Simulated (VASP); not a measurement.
# Ca (Im-3m) in VASP: further runs

Ca is run at these levels: PBEsol; tasks: single point, relaxation of cell and atoms.

All numbers are computed with VASP 6.6.1; they aren't measurements. Logs are shortened: lines on timing, memory, paths and dates and some standing lists are left out, and cuts for length are marked.

## 1. The cell of the first run

The structure is cubic, space group Im-3m (No. 229). Conventional cell: a = 4.439 Å, b = 4.439 Å, c = 4.439 Å, α = 90.00°, β = 90.00°, γ = 90.00°. Within 5.0 Å of Ca (site symmetry m-3m) lie 14 Ca at 3.84 to 4.44 Å.

This isn't the form of Ca at room conditions, which is fcc.

## 2. Single point, PBEsol (43.74 Å³/atom)

Contents of INCAR:

```
SYSTEM = Ca
ALGO = Normal ; EDIFF = 1E-6
ENCUT = 520 ; GGA = PS
ISIF = 2 ; ISMEAR = -1
LASPH = .True. ; LCHARG = .False.
LREAL = .False. ; LWAVE = .False.
NBANDS = 11 ; NELM = 100
PREC = Accurate ; SIGMA = 0.1
```

Contents of KPOINTS:

```
k-points
0
Gamma
  12 12 12
  0 0 0
```

Contents of POSCAR:

```
Ca
1.0
   -2.2195263404      2.2195263404      2.2195263404
    2.2195263404     -2.2195263404      2.2195263404
    2.2195263404      2.2195263404     -2.2195263404
Ca
1
Direct
    0.0000000000      0.0000000000      0.0000000000
```

Potentials or basis: VASP PAW PBE potentials, release 64 (Ca_sv).

On the command line:

```
cat potpaw_PBE.64/Ca_sv/POTCAR > POTCAR
mpirun -np 1 vasp_std > vasp.out
```

OUTCAR:

```text
SYSTEM = Ca
   EDIFF = 1E-6
   ENCUT = 520
   GGA = PS
   ISIF = 2
   ISMEAR = -1
   LASPH = .True.
   LREAL = .False.
   NELM = 100
   PREC = Accurate

 ion  position               nearest neighbor table
   1  0.000  0.000  0.000-

  LATTYP: Found a body centered cubic cell.
 ALAT       =     4.4390526808

  Lattice vectors:

 A1 = (  -2.2195263404,   2.2195263404,   2.2195263404)
 A2 = (   2.2195263404,  -2.2195263404,   2.2195263404)
 A3 = (   2.2195263404,   2.2195263404,  -2.2195263404)

Analysis of symmetry for initial positions (statically):
=====================================================================
 Subroutine PRICEL returns:
 Original cell was already a primitive cell.

 Routine SETGRP: Setting up the symmetry group for a
 body centered cubic supercell.

 Subroutine GETGRP returns: Found 48 space group operations
 (whereof 48 operations were pure point group operations)
 out of a pool of 48 trial point group operations.

The static configuration has the point symmetry O_h .

Analysis of symmetry for dynamics (positions and initial velocities):
=====================================================================
 Subroutine PRICEL returns:
 Original cell was already a primitive cell.

 Routine SETGRP: Setting up the symmetry group for a
 body centered cubic supercell.

 Subroutine GETGRP returns: Found 48 space group operations
 (whereof 48 operations were pure point group operations)
 out of a pool of 48 trial point group operations.

The dynamic configuration has the point symmetry O_h .

 Subroutine INISYM returns: Found 48 space group operations
 (whereof 48 operations are pure point group operations),
 and found     1 'primitive' translations

----------------------------------------------------------------------------------------

                                     Primitive cell

  volume of cell :      43.7362

  direct lattice vectors                    reciprocal lattice vectors
    -2.219526340  2.219526340  2.219526340     0.000000000  0.225273290  0.225273290
     2.219526340 -2.219526340  2.219526340     0.225273290  0.000000000  0.225273290
     2.219526340  2.219526340 -2.219526340     0.225273290  0.225273290  0.000000000

  length of vectors
     3.844332390  3.844332390  3.844332390     0.318584541  0.318584541  0.318584541

  position of ions in fractional coordinates (direct lattice)
     0.000000000  0.000000000  0.000000000

  ion indices of the primitive-cell ions
   primitive index   ion index
                 1           1

----------------------------------------------------------------------------------------

 KPOINTS: k-points

Automatic generation of k-mesh.
 Grid dimensions read from file:
 generate k-points for:   12   12   12

 Generating k-lattice:

  Cartesian coordinates                     Fractional coordinates (reciprocal lattice)
     0.000000000  0.018772774  0.018772774     0.083333333  0.000000000  0.000000000
     0.018772774  0.000000000  0.018772774     0.000000000  0.083333333  0.000000000
     0.018772774  0.018772774  0.000000000     0.000000000  0.000000000  0.083333333

  Length of vectors
     0.026548712  0.026548712  0.026548712

  Shift w.r.t. Gamma in fractional coordinates (k-lattice)
     0.000000000  0.000000000  0.000000000

 Subroutine IBZKPT returns following result:
 ===========================================

 Found     72 irreducible k-points:

 Following reciprocal coordinates:
            Coordinates               Weight
  0.000000  0.000000  0.000000      1.000000
  0.083333  0.000000  0.000000     12.000000
  0.166667  0.000000  0.000000     12.000000
  0.250000  0.000000  0.000000     12.000000
  0.333333  0.000000  0.000000     12.000000
  0.416667  0.000000  0.000000     12.000000
[... 16 lines left out ...]
  0.333333  0.083333  0.083333     24.000000
  0.416667  0.083333  0.083333     12.000000
 [... further k-points ...]
   k-points           NKPTS =     72   k-points in BZ     NKDIM =     72   number of bands    NBANDS=     11
   number of dos      NEDOS =    301   number of ions     NIONS =      1
   total plane-waves  NPLWV =  27000
   dimension x,y,z NGX =    30 NGY =   30 NGZ =   30
   dimension x,y,z NGXF=    60 NGYF=   60 NGZF=   60
   ions per type =               1
   NGX,Y,Z   is equivalent  to a cutoff of  12.97, 12.97, 12.97 a.u.
   NGXF,Y,Z  is equivalent  to a cutoff of  25.95, 25.95, 25.95 a.u.
 SYSTEM =  Ca
   PREC   = accura    normal or accurate (medium, high low for compatibility)
   ISTART =      0    job   : 0-new  1-cont  2-samecut
   ICHARG =      2    charge: 1-file 2-atom 10-const
   ISPIN  =      1    spin polarized calculation?
   LNONCOLLINEAR =      F non collinear calculations
   LSORBIT =      F    spin-orbit coupling
   LASPH  =      T    aspherical Exc in radial PAW
   ENCUT  =  520.0 eV  38.22 Ry    6.18 a.u.   7.15  7.15  7.15*2*pi/ulx,y,z
   NELM   =    100;   NELMIN=  2; NELMDL= -5     # of ELM steps
[... 120 lines left out ...]
      8       4.9543      0.00000
      9       5.2032      0.00000
     10       5.3292      0.00000
     11       8.1013      0.00000

 k-point     6 :       0.4167    0.0000    0.0000
  band No.  band energies     occupation
      1     -40.1523      2.00000
      2     -21.2762      2.00000
      3     -21.1988      2.00000
      4     -21.1589      2.00000
      5       0.3728      2.00000
      6       2.1836      0.03652
      7       3.1649      0.00000
      8       4.9736      0.00000
      9       5.2860      0.00000
     10       5.8245      0.00000
     11       7.2413      0.00000

 k-point     7 :       0.5000    0.0000    0.0000
  band No.  band energies     occupation
      1     -40.1514      2.00000
      2     -21.2844      2.00000
      3     -21.2017      2.00000
      4     -21.1589      2.00000
      5       0.9044      1.99970
      6       1.7490      1.17867
      7       3.1129      0.00000
      8       4.9556      0.00000
      9       5.3234      0.00000
     10       6.0523      0.00000
     11       6.9520      0.00000

 k-point     8 :       0.0833    0.0833    0.0000
  band No.  band energies     occupation
      1     -40.1618      2.00000
      2     -21.1838      2.00000
      3     -21.1650      2.00000
      4     -21.1612      2.00000
      5      -1.8480      2.00000
      6       3.8364      0.00000
      7       3.8428      0.00000
      8       4.3106      0.00000
      9       4.8534      0.00000
     10       5.0984      0.00000
     11      11.2680      0.00000
[... 141 lines left out ...]
 k-point    19 :       0.3333    0.3333    0.0000
  band No.  band energies     occupation
      1     -40.1498      2.00000
      2     -21.2456      2.00000
      3     -21.2456      2.00000
      4     -21.1750      2.00000
      5       1.9718      0.26790
      6       1.9718      0.26790
      7       2.1938      0.03303
      8       5.1759      0.00000
      9       5.1759      0.00000
     10       6.0769      0.00000
     11       7.0421      0.00000

 k-point    20 :       0.0833    0.0833    0.0833
  band No.  band energies     occupation
      1     -40.1598      2.00000
      2     -21.2067      2.00000
      3     -21.1654      2.00000
      4     -21.1654      2.00000
      5      -1.4972      2.00000
      6       3.5856      0.00000
      7       3.5856      0.00000
      8       4.6323      0.00000
      9       4.9979      0.00000
     10       4.9979      0.00000
     11      10.7422      0.00000

 k-point    21 :       0.1667    0.0833    0.0833
  band No.  band energies     occupation
      1     -40.1569      2.00000
      2     -21.2321      2.00000
      3     -21.1768      2.00000
      4     -21.1659      2.00000
      5      -0.9383      2.00000
      6       3.2066      0.00000
      7       3.3224      0.00000
      8       4.9824      0.00000
      9       5.0596      0.00000
     10       5.1244      0.00000
     11       9.3519      0.00000

 k-point    22 :       0.2500    0.0833    0.0833
  band No.  band energies     occupation
      1     -40.1541      2.00000
      2     -21.2548      2.00000
      3     -21.1908      2.00000
      4     -21.1664      2.00000
      5      -0.2168      2.00000
      6       2.7381      0.00015
      7       3.1089      0.00000
      8       5.0359      0.00000
      9       5.2271      0.00000
     10       5.5520      0.00000
     11       7.9508      0.00000

 k-point    23 :       0.3333    0.0833    0.0833
  band No.  band energies     occupation
      1     -40.1520      2.00000
      2     -21.2702      2.00000
      3     -21.2020      2.00000
      4     -21.1668      2.00000
      5       0.5799      1.99999
      6       2.2096      0.02828
      7       2.9721      0.00001
      8       5.0578      0.00000
      9       5.3037      0.00000
     10       6.0185      0.00000
     11       6.9996      0.00000

 k-point    24 :       0.4167    0.0833    0.0833
  band No.  band energies     occupation
      1     -40.1513      2.00000
      2     -21.2757      2.00000
      3     -21.2063      2.00000
      4     -21.1669      2.00000
      5       1.1363      1.99696
      6       1.7762      1.04435
      7       2.9252      0.00002
      8       5.0403      0.00000
      9       5.3340      0.00000
     10       6.2402      0.00000
     11       6.6701      0.00000

 [... further k-points ...]
[... 5 lines left out ...]
  --------------------------------------------------------------------------------------
  -------------------------------------------------------------------------------------
  Total       -0.3242397     -0.3242397     -0.3242397      0.0000000      0.0000000      0.0000000
  in kB      -11.8777956    -11.8777956    -11.8777956      0.0000000      0.0000000      0.0000000
  external PRESSURE =     -11.8777956 kB  Pullay stress =       0.0000000 kB

 VOLUME and BASIS-vectors are now :
 -----------------------------------------------------------------------------
  energy-cutoff  :      520.00
  volume of cell :       43.74
      direct lattice vectors                 reciprocal lattice vectors
    -2.219526340  2.219526340  2.219526340     0.000000000  0.225273290  0.225273290
     2.219526340 -2.219526340  2.219526340     0.225273290  0.000000000  0.225273290
     2.219526340  2.219526340 -2.219526340     0.225273290  0.225273290  0.000000000

 POSITION                                       TOTAL-FORCE (eV/Angst)
 -----------------------------------------------------------------------------------
      0.00000      0.00000      0.00000         0.000000     -0.000000      0.000000
 -----------------------------------------------------------------------------------
    total drift:                               -0.000000     -0.000000      0.000000

  FREE ENERGIE OF THE ION-ELECTRON SYSTEM (eV)
  ---------------------------------------------------
  free  energy   TOTEN  =        -2.1305372657 eV

  energy  without entropy=       -2.0816215828  energy(sigma->0) =       -2.10607942
```

It took 29 s on 1 thread of Intel Xeon Platinum 8259CL at 2.50GHz (Skylake/Cascade Lake), shared host; peak memory 0.18 GiB.

What came out:

* Free energy: -2.1305 eV
* Pressure: -1.2 GPa
* Band gap on the k mesh: zero (bands 5 and 6 overlap by 0.39 eV)

Caveat: the PAW data sets were made with another functional, which shifts forces and pressure a little.

## 3. Single point, PBEsol (45.36 Å³/atom)

This run uses another cell than the first one, of 45.36 Å³/atom.

Contents of INCAR:

```
SYSTEM = Ca
PREC = Accurate ; ENCUT = 520
EDIFF = 1E-6 ; ISMEAR = -1
SIGMA = 0.1 ; LREAL = .FALSE.
LASPH = .TRUE. ; NELM = 80
ALGO = Normal ; ISIF = 2
LWAVE = .FALSE. ; LCHARG = .FALSE.
GGA = PS ; NBANDS = 11
```

Contents of KPOINTS:

```
regular mesh
0
G
  12 12 12
  0 0 0
```

Contents of POSCAR:

```
Ca
1.0
   -2.2465964027      2.2465964027      2.2465964027
    2.2465964027     -2.2465964027      2.2465964027
    2.2465964027      2.2465964027     -2.2465964027
Ca
1
Direct
    0.0000000000      0.0000000000      0.0000000000
```

Potentials or basis: VASP PAW PBE potentials, release 64 (Ca_sv).

On the command line:

```
cat potpaw_PBE.64/Ca_sv/POTCAR > POTCAR
mpirun -np 1 vasp_std > vasp.out
```

It took 30 s on 1 thread of Intel Xeon Platinum 8259CL at 2.50GHz (Skylake/Cascade Lake), shared host; peak memory 0.18 GiB.

It converged, with:

| Property | Result |
| --- | --- |
| Free energy | -2.1164 eV |
| Pressure | -1.7 GPa |
| Band gap on the k mesh | zero (bands 5 and 6 overlap by 0.41 eV) |

Levels at points of the mesh, in eV from the Fermi level:
| k point | band 2 | band 3 | band 4 | band 5 | band 6 | band 7 | band 8 | band 9 |
| --- | --- | --- | --- | --- | --- | --- | --- | --- |
| (0.00, 0.00, 0.00) | -23.04 | -23.04 | -23.04 | -3.93 | 2.20 | 2.20 | 2.20 | 3.19 |
| (0.50, 0.00, 0.00) | -23.14 | -23.07 | -23.03 | -0.86 | -0.06 | 1.31 | 3.08 | 3.43 |
| (0.50, 0.50, 0.50) | -23.12 | -23.12 | -23.12 | 0.14 | 0.14 | 3.65 | 3.65 | 3.65 |

Caveat: the PAW data sets were made with another functional, which shifts forces and pressure a little.

## 4. Relaxation of cell and atoms, PBEsol

This run uses another cell than the first one, of 43.63 Å³/atom.

Contents of INCAR:

```
ALGO     = Normal         # electronic algorithm
EDIFF    = 1E-6           # SCF threshold, eV
EDIFFG   = -0.01          # ionic threshold
ENCUT    = 600            # plane-wave cutoff, eV
GGA      = PS             # functional
IBRION   = 2              # ionic algorithm
ISIF     = 3              # what is computed and relaxed
ISMEAR   = -1             # smearing method
LASPH    = True           # aspherical terms in the spheres
LCHARG   = False          # write CHGCAR
LREAL    = False          # projectors in reciprocal space
LWAVE    = False          # write WAVECAR
NELM     = 80             # most SCF steps
NSW      = 80             # ionic steps
PREC     = Accurate       # precision mode
SIGMA    = 0.1            # smearing width, eV
```

Contents of KPOINTS:

```
k-points
0
Gamma
  10 10 10
```

Contents of POSCAR:

```
Ca
1.0
   -2.2177580097      2.2177580097      2.2177580097
    2.2177580097     -2.2177580097      2.2177580097
    2.2177580097      2.2177580097     -2.2177580097
Ca
1
Direct
    0.0000000000      0.0000000000      0.0000000000
```

On the command line:

```
cat potpaw_PBE.64/Ca_sv/POTCAR > POTCAR
mpirun -np 1 vasp_std > vasp.out
```

Wall time 38 s (1 thread of Intel Xeon Platinum 8259CL at 2.50GHz (Skylake/Cascade Lake), shared host); peak memory 0.2 GiB.

The run converged. Its results:

```
Free energy                           : -2.1439 eV
Relaxed volume                        : 40.55 Å³/atom
Relaxed cell                          : a = 3.749 Å, b = 3.749 Å, c = 3.749 Å, α = 109.47°, β = 109.47°, γ = 109.47°
Space group after relaxing (to 0.1 Å) : Im-3m (No. 229)
Energy gained by relaxing             : 11.3 meV/atom
Ionic steps                           : 3
Pressure after relaxing               : 0.0 GPa
Band gap on the k mesh                : zero (bands 5 and 6 overlap by 0.24 eV)
```

Step by step:
```tsv
step	energy change (eV)	largest force (eV/Å)	pressure (GPa)	volume (Å³)
1	0.0000	0.0000	-1.15	43.63
2	-0.0097	0.0000	-0.45	41.69
3	-0.0113	0.0000	0.01	40.55
```

Final structure:
```
Ca
1.0
    -2.16425    2.16425    2.16425
     2.16425   -2.16425    2.16425
     2.16425    2.16425   -2.16425
Ca
1
Direct
  0.00000 0.00000 0.00000
```

Levels at points of the mesh, in eV from the Fermi level:
```
           k point  band 2  band 3  band 4  band 5  band 6  band 7  band 8  band 9
(0.00, 0.00, 0.00)  -22.75  -22.75  -22.75   -4.13    2.36    2.36    2.36    3.47
(0.50, 0.00, 0.00)  -22.92  -22.81  -22.75   -0.92    0.03    1.35    3.37    3.76
(0.50, 0.50, 0.50)  -22.87  -22.87  -22.87    0.02    0.02    4.09    4.09    4.09
```

Caveat: the PAW data sets were made with another functional, which shifts forces and pressure a little.

## 5. Single point, PBEsol

This run uses another cell than the first one, of 40.50 Å³/atom.

Contents of INCAR:

```
SYSTEM = Ca
PREC = Accurate ; ENCUT = 520
EDIFF = 1E-6 ; ISMEAR = -1
SIGMA = 0.1 ; LREAL = .FALSE.
LASPH = .TRUE. ; NELM = 80
ALGO = Normal ; ISIF = 2
LWAVE = .FALSE. ; LCHARG = .FALSE.
GGA = PS ; NBANDS = 11
```

Contents of KPOINTS:

```
regular mesh
0
G
  17 17 17
  0 0 0
```

Contents of POSCAR:

```
Ca
1.0
   -2.1633114633      2.1633114633      2.1633114633
    2.1633114633     -2.1633114633      2.1633114633
    2.1633114633      2.1633114633     -2.1633114633
Ca
1
Direct
    0.0000000000      0.0000000000      0.0000000000
```

On the command line:

```
cat potpaw_PBE.64/Ca_sv/POTCAR > POTCAR
mpirun -np 1 vasp_std > vasp.out
```

It took 48 s on 1 thread of Intel Xeon Platinum 8259CL at 2.50GHz (Skylake/Cascade Lake), shared host; peak memory 0.2 GiB.

It converged, with:

| Property | Result |
| --- | --- |
| Free energy | -2.1426 eV |
| Pressure | 0.0 GPa |
| Band gap on the k mesh | zero (bands 5 and 6 overlap by 0.24 eV) |

Levels at points of the mesh, in eV from the Fermi level:
| k point | band 3 | band 4 | band 5 | band 6 | band 7 | band 8 |
| --- | --- | --- | --- | --- | --- | --- |
| (0.00, 0.00, 0.00) | -22.75 | -22.75 | -4.13 | 2.36 | 2.36 | 2.36 |

Caveat: the PAW data sets were made with another functional, which shifts forces and pressure a little.

## 6. The runs side by side

| task | cell | k mesh | cutoff (eV) | gap on the mesh (eV) | pressure (GPa) |
| --- | --- | --- | --- | --- | --- |
| single point | a = 3.844 Å, angles 109.5°, 1 atom | 12 × 12 × 12 | 520 | none | -1.2 |
| single point | a = 3.891 Å, angles 109.5°, 1 atom | 12 × 12 × 12 | 520 | none | -1.7 |
| relaxation of cell and atoms | relaxed from a = 3.841 Å, angles 109.5°, 1 atom | 10 × 10 × 10 | 600 | none | 0.0 |
| single point | a = 3.747 Å, angles 109.5°, 1 atom | 17 × 17 × 17 | 520 | none | 0.0 |

Alike in all rows: level PBEsol; potentials or basis VASP PAW PBE potentials, release 64 (Ca_sv); no spin polarisation; smearing fermi-dirac 0.1 eV.

Caveats: the PAW data sets were made with another functional, which shifts forces and pressure a little.

Total energies depend on the potentials used, so only differences within one code and one set of settings carry meaning.
